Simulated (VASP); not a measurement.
# Ge (P6_3/mmc) in VASP: a series of runs

Ge is run at these levels: LDA; tasks: single point, relaxation of cell and atoms.

Program: VASP 6.6.1. These are calculated values, not measurements. Logs are shortened: lines on timing, memory, paths and dates and some standing lists are left out, and cuts for length are marked.

**1. The cell of the first run**

It takes space group P6_3/mmc (No. 194, hexagonal). Conventional cell: a = 4.006 Å, b = 4.006 Å, c = 6.585 Å, α = 90.00°, β = 90.00°, γ = 120.00°. Ge (site symmetry 3m) has 4 Ge at 2.45 to 2.47 Å within 3.2 Å.

**2. Single point, LDA**

File INCAR:

```
SYSTEM = Ge
ALGO = Normal ; EDIFF = 1E-6
ENCUT = 520 ; ISIF = 2
ISMEAR = -1 ; LASPH = .TRUE.
LCHARG = .FALSE. ; LREAL = .FALSE.
LWAVE = .FALSE. ; NBANDS = 36
NELM = 80 ; PREC = Accurate
SIGMA = 0.1
```

File KPOINTS:

```
k-points
0
G
  7 7 4
  0 0 0
```

File POSCAR:

```
Ge
1.0
    4.0056803220      0.0000000000      0.0000000000
   -2.0028401610      3.4690209183      0.0000000000
    0.0000000000      0.0000000000      6.5849379863
Ge
4
Direct
    0.6666666667      0.3333333333      0.0625454803
    0.3333333333      0.6666666667      0.5625454803
    0.3333333333      0.6666666667      0.9374545197
    0.6666666667      0.3333333333      0.4374545197
```

Potentials or basis: VASP PAW LDA potentials, release 64 (Ge_d).

The run is started by

```bash
$ cat potpaw_LDA.64/Ge_d/POTCAR > POTCAR
$ mpirun -np 1 vasp_std > vasp.out
```

OUTCAR:

```text
SYSTEM = Ge
   EDIFF = 1E-6
   ENCUT = 520
   ISIF = 2
   ISMEAR = -1
   LASPH = .TRUE.
   LREAL = .FALSE.
   NELM = 80
   PREC = Accurate

 ion  position               nearest neighbor table
   1  0.667  0.333  0.063-   3 2.45   3 2.45   3 2.45   4 2.47
   2  0.333  0.667  0.563-   4 2.45   4 2.45   4 2.45   3 2.47
   3  0.333  0.667  0.937-   1 2.45   1 2.45   1 2.45   2 2.47
   4  0.667  0.333  0.437-   2 2.45   2 2.45   2 2.45   1 2.47

  LATTYP: Found a hexagonal cell.
 ALAT       =     4.0056803220
 C/A-ratio  =     1.6439000262

  Lattice vectors:

 A1 = (   4.0056803220,   0.0000000000,   0.0000000000)
 A2 = (  -2.0028401610,   3.4690209183,   0.0000000000)
 A3 = (   0.0000000000,   0.0000000000,   6.5849379863)

Analysis of symmetry for initial positions (statically):
=====================================================================
 Subroutine PRICEL returns:
 Original cell was already a primitive cell.

 Routine SETGRP: Setting up the symmetry group for a
 hexagonal supercell.

 Subroutine GETGRP returns: Found 24 space group operations
 (whereof 12 operations were pure point group operations)
 out of a pool of 24 trial point group operations.

The static configuration has the point symmetry D_3d.
 The point group associated with its full space group is D_6h.

Analysis of symmetry for dynamics (positions and initial velocities):
=====================================================================
 Subroutine PRICEL returns:
 Original cell was already a primitive cell.

 Routine SETGRP: Setting up the symmetry group for a
 hexagonal supercell.

 Subroutine GETGRP returns: Found 24 space group operations
 (whereof 12 operations were pure point group operations)
 out of a pool of 24 trial point group operations.

The dynamic configuration has the point symmetry D_3d.
 The point group associated with its full space group is D_6h.

 Subroutine INISYM returns: Found 24 space group operations
 (whereof 12 operations are pure point group operations),
 and found     1 'primitive' translations

----------------------------------------------------------------------------------------

                                     Primitive cell

  volume of cell :      91.5029

  direct lattice vectors                    reciprocal lattice vectors
     4.005680322  0.000000000  0.000000000     0.249645483  0.144132887  0.000000000
    -2.002840161  3.469020918  0.000000000     0.000000000  0.288265774  0.000000000
     0.000000000  0.000000000  6.584937986     0.000000000  0.000000000  0.151861719

  length of vectors
     4.005680322  4.005680322  6.584937986     0.288265774  0.288265774  0.151861719

  position of ions in fractional coordinates (direct lattice)
     0.666666667  0.333333333  0.062545480
     0.333333333  0.666666667  0.562545480
     0.333333333  0.666666667  0.937454520
     0.666666667  0.333333333  0.437454520

  ion indices of the primitive-cell ions
   primitive index   ion index
                 1           1
                 2           2
                 3           3
                 4           4

----------------------------------------------------------------------------------------

 KPOINTS: k-points

Automatic generation of k-mesh.
 Grid dimensions read from file:
 generate k-points for:    7    7    4

 Generating k-lattice:

  Cartesian coordinates                     Fractional coordinates (reciprocal lattice)
     0.035663640  0.020590412  0.000000000     0.142857143  0.000000000  0.000000000
     0.000000000  0.041180825  0.000000000     0.000000000  0.142857143  0.000000000
     0.000000000  0.000000000  0.037965430     0.000000000  0.000000000  0.250000000

  Length of vectors
     0.041180825  0.041180825  0.037965430

  Shift w.r.t. Gamma in fractional coordinates (k-lattice)
     0.000000000  0.000000000  0.000000000

 Subroutine IBZKPT returns following result:
 ===========================================

 Found     24 irreducible k-points:

 Following reciprocal coordinates:
            Coordinates               Weight
  0.000000  0.000000  0.000000      1.000000
  0.142857  0.000000  0.000000      6.000000
  0.285714 -0.000000  0.000000      6.000000
  0.428571 -0.000000  0.000000      6.000000
  0.142857  0.142857  0.000000      6.000000
  0.285714  0.142857  0.000000     12.000000
[... 16 lines left out ...]
  0.428571  0.142857  0.500000      6.000000
  0.285714  0.285714  0.500000      6.000000
   k-points           NKPTS =     24   k-points in BZ     NKDIM =     24   number of bands    NBANDS=     36
   number of dos      NEDOS =    301   number of ions     NIONS =      4
   total plane-waves  NPLWV =  45000
   dimension x,y,z NGX =    30 NGY =   30 NGZ =   50
   dimension x,y,z NGXF=    60 NGYF=   60 NGZF=  100
   ions per type =               4
   NGX,Y,Z   is equivalent  to a cutoff of  12.45, 12.45, 12.62 a.u.
   NGXF,Y,Z  is equivalent  to a cutoff of  24.90, 24.90, 25.25 a.u.
 SYSTEM =  Ge
[... 40 lines left out ...]
 non-spin polarized calculation
  energy-cutoff  :      520.00
  volume of cell :       91.50
 maximum number of plane-waves:      2539
 NGX is ok and might be reduce to    30
   NGX = 15   NGY = 15   NGZ = 25

 number of electron      56.0000044 magnetization

 Free energy of the ion-electron system (eV)
  ---------------------------------------------------
  ext. energy  EPLUGINS =         0.00000000
  ---------------------------------------------------
  free energy    TOTEN  =       -20.68875273 eV

  energy without entropy =      -20.67943655  energy(sigma->0) =      -20.68409464

 E-fermi :   4.6215     XC(G=0): -10.2349

 val. band max:        4.5413269049   @ k =   0.0000   0.0000   0.0000
 cond. band min:       4.6324376448   @ k =   0.0000   0.0000   0.2500
 fundamental gap:      0.0911107399
 Fermi energy:         4.6214631683

 k-point     1 :       0.0000    0.0000    0.0000
  band No.  band energies     occupation
      1     -20.3389      2.00000
      2     -20.3389      2.00000
      3     -20.3039      2.00000
      4     -20.3011      2.00000
      5     -20.3011      2.00000
      6     -20.2883      2.00000
[... 28 lines left out ...]
     35       9.1948      0.00000
     36      10.5810      0.00000

 k-point     2 :       0.1429    0.0000    0.0000
  band No.  band energies     occupation
      1     -20.3498      2.00000
      2     -20.3427      2.00000
      3     -20.3141      2.00000
      4     -20.3077      2.00000
      5     -20.3008      2.00000
      6     -20.2762      2.00000
[... 28 lines left out ...]
     35      10.0335      0.00000
     36      10.6393      0.00000

 k-point     3 :       0.2857   -0.0000    0.0000
  band No.  band energies     occupation
      1     -20.3588      2.00000
      2     -20.3474      2.00000
      3     -20.3293      2.00000
      4     -20.3173      2.00000
      5     -20.2945      2.00000
      6     -20.2647      2.00000
[... 28 lines left out ...]
     35      11.4072      0.00000
     36      11.6107      0.00000

 k-point     4 :       0.4286   -0.0000    0.0000
  band No.  band energies     occupation
      1     -20.3564      2.00000
      2     -20.3489      2.00000
      3     -20.3429      2.00000
      4     -20.3225      2.00000
      5     -20.2810      2.00000
      6     -20.2597      2.00000
[... 28 lines left out ...]
     35      11.9081      0.00000
     36      12.9784      0.00000

 k-point     5 :       0.1429    0.1429    0.0000
  band No.  band energies     occupation
      1     -20.3562      2.00000
      2     -20.3505      2.00000
      3     -20.3235      2.00000
      4     -20.3191      2.00000
      5     -20.2926      2.00000
      6     -20.2691      2.00000
[... 655 lines left out ...]
 k-point    22 :       0.2857    0.1429    0.5000
  band No.  band energies     occupation
      1     -20.3442      2.00000
      2     -20.3442      2.00000
      3     -20.3331      2.00000
      4     -20.3331      2.00000
      5     -20.2781      2.00000
      6     -20.2781      2.00000
[... 28 lines left out ...]
     35      10.8168      0.00000
     36      10.8168      0.00000

 k-point    23 :       0.4286    0.1429    0.5000
  band No.  band energies     occupation
      1     -20.3467      2.00000
      2     -20.3467      2.00000
      3     -20.3330      2.00000
      4     -20.3330      2.00000
      5     -20.2720      2.00000
      6     -20.2720      2.00000
[... 28 lines left out ...]
     35      12.5441      0.00000
     36      12.5441      0.00000

 k-point    24 :       0.2857    0.2857    0.5000
  band No.  band energies     occupation
      1     -20.3537      2.00000
      2     -20.3537      2.00000
      3     -20.3331      2.00000
      4     -20.3331      2.00000
      5     -20.2684      2.00000
      6     -20.2684      2.00000
[... 28 lines left out ...]
     35      10.6524      0.00000
     36      10.6524      0.00000

------------------------ aborting loop because EDIFF is reached ----------------------------------------

  FORCE on cell =-STRESS in cart. coord.  units (eV):
  Direction    XX          YY          ZZ          XY          YZ          ZX
  --------------------------------------------------------------------------------------
  -------------------------------------------------------------------------------------
  Total       -1.0558627     -1.0558627     -1.0520441      0.0000000      0.0000000      0.0000000
  in kB      -18.4877104    -18.4877104    -18.4208480      0.0000000      0.0000000      0.0000000
  external PRESSURE =     -18.4654229 kB  Pullay stress =       0.0000000 kB

 VOLUME and BASIS-vectors are now :
 -----------------------------------------------------------------------------
  energy-cutoff  :      520.00
  volume of cell :       91.50
      direct lattice vectors                 reciprocal lattice vectors
     4.005680322  0.000000000  0.000000000     0.249645483  0.144132887  0.000000000
    -2.002840161  3.469020918  0.000000000     0.000000000  0.288265774  0.000000000
     0.000000000  0.000000000  6.584937986     0.000000000  0.000000000  0.151861719

 POSITION                                       TOTAL-FORCE (eV/Angst)
 -----------------------------------------------------------------------------------
      2.00284      1.15634      0.41186         0.000000      0.000000      0.004087
     -0.00000      2.31268      3.70433        -0.000000      0.000000      0.004087
     -0.00000      2.31268      6.17308        -0.000000     -0.000000     -0.004087
      2.00284      1.15634      2.88061         0.000000     -0.000000     -0.004087
 -----------------------------------------------------------------------------------
    total drift:                                0.000000     -0.000000      0.000000

  FREE ENERGIE OF THE ION-ELECTRON SYSTEM (eV)
  ---------------------------------------------------
  free  energy   TOTEN  =       -20.6887527312 eV

  energy  without entropy=      -20.6794365508  energy(sigma->0) =      -20.68409464
```

Run time: 32 s. Hardware: 1 thread of Intel Xeon 6975P-C (Granite Rapids), shared host; peak memory 0.19 GiB.

What came out:

* Free energy: -20.6888 eV
* Pressure: -1.8 GPa
* Largest force: 0.004 eV/Å
* Band gap on the k mesh: 0.09 eV, indirect (least direct gap 0.21 eV)

Forces in eV/Å, atoms in the order of the input:
```
Ge   0.000  0.000  0.004
Ge   0.000  0.000  0.004
Ge   0.000  0.000 -0.004
Ge   0.000  0.000 -0.004
```

A k mesh can miss the band edges.

**3. Relaxation of cell and atoms, LDA, target pressure -2 GPa, at which the enthalpy is minimised**

File INCAR:

```
  ALGO = Normal
  EDIFF = 1E-7
  EDIFFG = -0.01
  ENCUT = 600
  GGA = CA
  IBRION = 2
  ISIF = 3
  ISMEAR = -1
  LASPH = T
  LCHARG = F
  LREAL = F
  LWAVE = F
  NELM = 80
  NSW = 80
  PREC = Accurate
  PSTRESS = -20.0
  SIGMA = 0.1
```

File KPOINTS:

```
k-points
0
Gamma
  7 7 4
```

File POSCAR:

```
Ge
1.0
    3.9975860000      0.0000000000      0.0000000000
   -1.9987930000      3.4620110298      0.0000000000
    0.0000000000      0.0000000000      6.5993780000
Ge
4
Direct
    0.6666666667      0.3333333333      0.0629010000
    0.3333333333      0.6666666667      0.5629010000
    0.3333333333      0.6666666667      0.9370990000
    0.6666666667      0.3333333333      0.4370990000
```

Potentials or basis: VASP PAW LDA potentials, release 64 (Ge_d).

The run is started by

```bash
$ cat potpaw_LDA.64/Ge_d/POTCAR > POTCAR
$ mpirun -np 1 vasp_std > vasp.out
```

Wall time 98 s (1 thread of Intel Xeon 6975P-C (Granite Rapids), shared host); peak memory 0.21 GiB.

The run converged. Its results:

```
Free energy                                            : -20.6859 eV
Relaxed volume                                         : 22.94 Å³/atom
Relaxed cell                                           : a = 4.009 Å, b = 4.009 Å, c = 6.593 Å, α = 90.00°, β = 90.00°, γ = 120.00°
Space group after relaxing (to 0.05 Å)                 : P6_3/mmc (No. 194)
Energy change on relaxing (the enthalpy is what falls) : +1.1 meV/atom
Ionic steps                                            : 5
Pressure after relaxing                                : -2.0 GPa
Largest force after relaxing                           : 0.008 eV/Å
Band gap on the k mesh                                 : 0.10 eV, indirect (least direct gap 0.21 eV)
```

Forces in eV/Å, atoms in the order of the input:
```
Ge   0.000  0.000 -0.008
Ge   0.000  0.000 -0.008
Ge   0.000  0.000  0.008
Ge   0.000  0.000  0.008
```

The path:
| step | energy change (eV) | largest force (eV/Å) | pressure (GPa) | volume (Å³) |
| --- | --- | --- | --- | --- |
| 1 | 0.0000 | 0.0048 | -1.77 | 91.33 |
| 2 | 0.0050 | 0.0304 | -2.03 | 91.77 |
| 3 | 0.0044 | 0.0278 | -2.01 | 91.73 |
| 4 | 0.0046 | 0.0284 | -2.06 | 91.74 |
| 5 | 0.0046 | 0.0075 | -2.03 | 91.75 |

Final structure:
```
Ge
1.0
     4.00870    0.00000    0.00000
    -2.00435    3.47164    0.00000
     0.00000    0.00000    6.59265
Ge
4
Direct
  0.66667 0.33333 0.06266
  0.33333 0.66667 0.56266
  0.33333 0.66667 0.93734
  0.66667 0.33333 0.43734
```

Levels at points of the mesh, in eV from the valence-band top:
```
           k point  band 24  band 25  band 26  band 27  band 28  band 29  band 30  band 31  band 32  band 33
(0.00, 0.00, 0.00)    -1.35    -1.35    -0.10    -0.07     0.00     0.25     0.25     2.36     2.36     2.88
(0.00, 0.00, 0.50)    -4.69    -0.73    -0.73    -0.73    -0.73     0.68     0.68     3.47     3.47     3.47
```

Caveat: the cell is relaxed towards a set pressure, so the enthalpy falls and the energy may rise. A k mesh can miss the band edges.

**4. Relaxation of cell and atoms, LDA**

File INCAR:

```
SYSTEM = Ge
  PREC = Accurate
  ENCUT = 600
  EDIFF = 1E-7
  ISMEAR = -1
  SIGMA = 0.1
  LREAL = .False.
  LASPH = .True.
  NELM = 80
  ALGO = Normal
  ISIF = 3
  LWAVE = .False.
  LCHARG = .False.
  IBRION = 2
  NSW = 80
  EDIFFG = -0.01
```

File KPOINTS:

```
regular mesh
0
Gamma
  7 7 4
  0 0 0
```

POSCAR is that of step 3.

The run is started by

```bash
$ cat potpaw_LDA.64/Ge_d/POTCAR > POTCAR
$ mpirun -np 1 vasp_std > vasp.out
```

It took 2.2 min on 1 thread of Intel Xeon 6975P-C (Granite Rapids), shared host; peak memory 0.21 GiB.

Results (log left out):

```
Free energy                            : -20.7045 eV
Relaxed volume                         : 22.22 Å³/atom
Relaxed cell                           : a = 3.966 Å, b = 3.966 Å, c = 6.523 Å, α = 90.00°, β = 90.00°, γ = 120.00°
Space group after relaxing (to 0.05 Å) : P6_3/mmc (No. 194)
Energy gained by relaxing              : 3.5 meV/atom
Ionic steps                            : 7
Pressure after relaxing                : 0.0 GPa
Largest force after relaxing           : 0.004 eV/Å
Band gap on the k mesh                 : zero (band 28 reaches 5.05 eV, above the bottom of band 29 at 5.01 eV)
```

Forces on the atoms (eV/Å):
```
Ge   0.000  0.000 -0.004
Ge   0.000  0.000 -0.004
Ge   0.000  0.000  0.004
Ge   0.000  0.000  0.004
```

The path:
```tsv
step	energy change (eV)	largest force (eV/Å)	pressure (GPa)	volume (Å³)
1	0.0000	0.0048	-1.77	91.33
2	-0.0122	0.0205	0.65	88.05
3	-0.0140	0.0157	0.05	88.88
4	-0.0140	0.0154	-0.04	88.94
5	-0.0140	0.0039	-0.04	88.94
6	-0.0140	0.0035	-0.04	88.94
7	-0.0140	0.0040	0.01	88.86
```

Final structure:
```
CELL_PARAMETERS angstrom
3.96597 0.00000 0.00000
-1.98299 3.43463 0.00000
0.00000 0.00000 6.52344
ATOMIC_POSITIONS crystal
Ge 0.66667 0.33333 0.06271
Ge 0.33333 0.66667 0.56271
Ge 0.33333 0.66667 0.93729
Ge 0.66667 0.33333 0.43729
```

Levels at points of the mesh, in eV from the Fermi level:
```
           k point  band 25  band 26  band 27  band 28  band 29  band 30  band 31  band 32
(0.00, 0.00, 0.00)    -1.54    -0.15    -0.15     0.09     0.12     0.12     2.23     2.23
(0.00, 0.00, 0.50)    -0.89    -0.89    -0.89    -0.89     0.65     0.65     3.36     3.36
```

**5. Relaxation of cell and atoms, LDA, target pressure 2 GPa, at which the enthalpy is minimised**

File INCAR:

```
SYSTEM = Ge
PREC     = Accurate       ! precision mode
ENCUT    = 600            ! plane-wave cutoff, eV
EDIFF    = 1E-7           ! SCF threshold, eV
ISMEAR   = -1             ! smearing method
SIGMA    = 0.1            ! smearing width, eV
LREAL    = .False.        ! projectors in reciprocal space
LASPH    = .True.         ! aspherical terms in the spheres
NELM     = 100            ! most SCF steps
ALGO     = Normal         ! electronic algorithm
ISIF     = 3              ! what is computed and relaxed
LWAVE    = .False.        ! write WAVECAR
LCHARG   = .False.        ! write CHGCAR
IBRION   = 2              ! ionic algorithm
NSW      = 80             ! ionic steps
EDIFFG   = -0.01          ! ionic threshold
PSTRESS  = 20.0
```

KPOINTS is that of step 4.

POSCAR is that of step 4.

The run is started by

```bash
$ cat potpaw_LDA.64/Ge_d/POTCAR > POTCAR
$ mpirun -np 1 vasp_std > vasp.out
```

Wall time 4.8 min (1 thread of Intel Xeon Platinum 8375C at 2.90GHz (Ice Lake), shared host); peak memory 0.22 GiB.

The run converged. Its results:

```
Free energy                                            : -20.6905 eV
Relaxed volume                                         : 21.64 Å³/atom
Relaxed cell                                           : a = 3.930 Å, b = 3.930 Å, c = 6.473 Å, α = 90.00°, β = 90.00°, γ = 120.00°
Space group after relaxing (to 0.05 Å)                 : P6_3/mmc (No. 194)
Energy change on relaxing (the enthalpy is what falls) : +0.0 meV/atom
Ionic steps                                            : 3
Pressure after relaxing                                : 2.0 GPa
Largest force after relaxing                           : 0.006 eV/Å
Band gap on the k mesh                                 : zero (filled and empty bands touch)
```

Forces in eV/Å, atoms in the order of the input:
```
Ge   0.000  0.000 -0.006
Ge   0.000  0.000 -0.006
Ge   0.000  0.000  0.006
Ge   0.000  0.000  0.006
```

Final structure:
```
Ge
1.0
     3.92971    0.00000    0.00000
    -1.96485    3.40323    0.00000
     0.00000    0.00000    6.47295
Ge
4
Cartesian
  1.9649 1.1344 0.4070
  0.0000 2.2688 3.6435
  0.0000 2.2688 6.0659
  1.9649 1.1344 2.8295
```

Levels at points of the mesh, in eV from the Fermi level:
```csv
k point,band 24,band 25,band 26,band 27,band 28,band 29,band 30,band 31,band 32,band 33
"(0.00, 0.00, 0.00)",-1.61,-1.61,-0.20,-0.10,0.10,0.10,0.30,2.19,2.19,2.75
"(0.00, 0.00, 0.50)",-4.96,-0.95,-0.95,-0.95,-0.95,0.71,0.71,3.35,3.35,3.35
```

Caveat: the cell is relaxed towards a set pressure, so the enthalpy falls and the energy may rise.

**6. The runs side by side**

```tsv
task	cell	cutoff (eV)	gap on the mesh (eV)	pressure (GPa)	largest force (eV/Å)
single point	a = 4.006, b = 4.006, c = 6.585 Å, angles 90.0, 90.0, 120.0°, 4 atoms	520	0.09	-1.8	-
relaxation of cell and atoms	relaxed to -2 GPa from a = 3.998, b = 3.998, c = 6.599 Å, angles 90.0, 90.0, 120.0°, 4 atoms	600	0.10	-2.0	0.01
relaxation of cell and atoms	relaxed from a = 3.998, b = 3.998, c = 6.599 Å, angles 90.0, 90.0, 120.0°, 4 atoms	600	none	0.0	-
relaxation of cell and atoms	relaxed to 2 GPa from a = 3.998, b = 3.998, c = 6.599 Å, angles 90.0, 90.0, 120.0°, 4 atoms	600	none	2.0	0.01
```

Alike in all rows: level LDA; potentials or basis VASP PAW LDA potentials, release 64 (Ge_d); no spin polarisation; k mesh 7 × 7 × 4; smearing fermi-dirac 0.1 eV.

Caveats: the cell is relaxed towards a set pressure, so the enthalpy falls and the energy may rise (some runs).

Total energies depend on the potentials used, so only differences within one code and one set of settings carry meaning.
